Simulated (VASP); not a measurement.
Si5Br2:

```
Si Br
1.0
     3.62684    0.00000    0.00000
     0.00000    3.62684    0.00000
     0.00000    0.00000   12.28454
Si Br
5 2
Cartesian
  0.0000 1.8134 0.0000
  1.8134 0.0000 0.0000
  0.0000 0.0000 1.7732
  0.0000 0.0000 10.5113
  1.8134 1.8134 6.1423
  1.8134 1.8134 8.6973
  1.8134 1.8134 3.5872
```

| Quantity | Value |
| --- | --- |
| Program | VASP 6.6.1 |
| Task | relaxation of cell and atoms |
| Functional | PBE |
| Potentials or basis | VASP PAW PBE potentials, release 64 (Si, Br) |
| Cutoff | 600 eV |
| k mesh | 10 × 10 × 4 |
| Occupations | gaussian, width 0.1 eV |
| Spin | no spin polarisation |

At the start: pressure 0.3 GPa; volume 23.08 Å³/atom.

Question: Where does the relaxation end?

Answer: Over 9 steps the energy falls by 9.2 meV/atom and the volume is 22.48 Å³/atom (-2.6 %); space group P4/mmm (No. 123, to 0.05 Å).

The path:
```tsv
step	energy change (eV)	largest force (eV/Å)	pressure (GPa)	volume (Å³)
1	0.0000	0.4758	0.35	161.59
2	-0.0417	0.1839	-0.58	162.74
3	-0.0436	0.1246	-0.80	163.04
4	-0.0552	0.1377	-0.26	160.42
5	-0.0586	0.1687	0.24	158.02
6	-0.0625	0.0937	0.08	157.82
7	-0.0638	0.0171	-0.07	157.62
8	-0.0638	0.0159	-0.05	157.63
9	-0.0641	0.0087	0.03	157.36
```

Final structure:
```
Si Br
1.0
     3.54813    0.00000    0.00000
     0.00000    3.54813    0.00000
     0.00000    0.00000   12.49931
Si Br
5 2
Direct
  0.00000 0.50000 0.00000
  0.50000 0.00000 0.00000
  0.00000 0.00000 0.15106
  0.00000 0.00000 0.84894
  0.50000 0.50000 0.50000
  0.50000 0.50000 0.70924
  0.50000 0.50000 0.29076
```
